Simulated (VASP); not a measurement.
Wanted: the native input for a VASP 6.6.1 run.

| Item | Value |
| --- | --- |
| Task | single point |
| Functional | LDA |
| Potentials or basis | VASP PAW LDA potentials, release 64 (Ti_sv, C) |
| Cutoff | 520 eV |
| k mesh | 9 × 9 × 1 |
| Occupations | gaussian, width 0.1 eV |
| Spin | no spin polarisation |
| Dipole correction | yes |
| Further INCAR settings | ALGO = Normal; EDIFF = 1e-07; NBANDS = 34 |

The structure of Ti4C lies in POSCAR:

```
Ti4C
1.0
    2.8639615639      0.0000000000      0.0000000000
   -1.4319807819      2.4802634698      0.0000000000
    0.0000000000      0.0000000000     22.2412339090
Ti C
4 1
Direct
    0.6666666667      0.3333333333      0.1798461370
    0.3333333333      0.6666666667      0.2817907594
    0.6666666667      0.3333333333      0.3878708239
    0.3333333333      0.6666666667      0.4829423562
    0.3333333333      0.8333333333      0.5656074412
```

One way to write it, as run:

INCAR

```
SYSTEM = Ti4C
ALGO     = Normal         ! electronic algorithm
DIPOL    = 0.5 0.5 0.380
EDIFF    = 1E-7           ! SCF threshold, eV
ENCUT    = 520            ! plane-wave cutoff, eV
IDIPOL   = 3            
ISIF     = 2              ! what is computed and relaxed
ISMEAR   = 0              ! smearing method
LASPH    = .True.         ! aspherical terms in the spheres
LCHARG   = .False.        ! write CHGCAR
LDIPOL   = .True.       
LREAL    = .False.        ! projectors in reciprocal space
LWAVE    = .False.        ! write WAVECAR
NBANDS   = 34             ! bands
NELM     = 100            ! most SCF steps
PREC     = Accurate       ! precision mode
SIGMA    = 0.1            ! smearing width, eV
```

KPOINTS

```
k-points
0
Gamma
  9 9 1
  0 0 0
```

Potentials or basis: VASP PAW LDA potentials, release 64 (Ti_sv, C).

Command:

```sh
$ cat potpaw_LDA.64/Ti_sv/POTCAR potpaw_LDA.64/C/POTCAR > POTCAR
$ mpirun -np 1 vasp_std > vasp.out
```

Results of the run:

```json
{
  "Largest force": "1.499 eV/Å",
  "Band gap on the k mesh": "zero (bands 26 and 27 overlap by 1.04 eV)"
}
```

It took 8.1 min on 1 thread of Intel(R) Xeon(R) Platinum 8175M CPU @ 2.50GHz (Skylake/Cascade Lake) (shared host), peak memory 0.34 GiB.
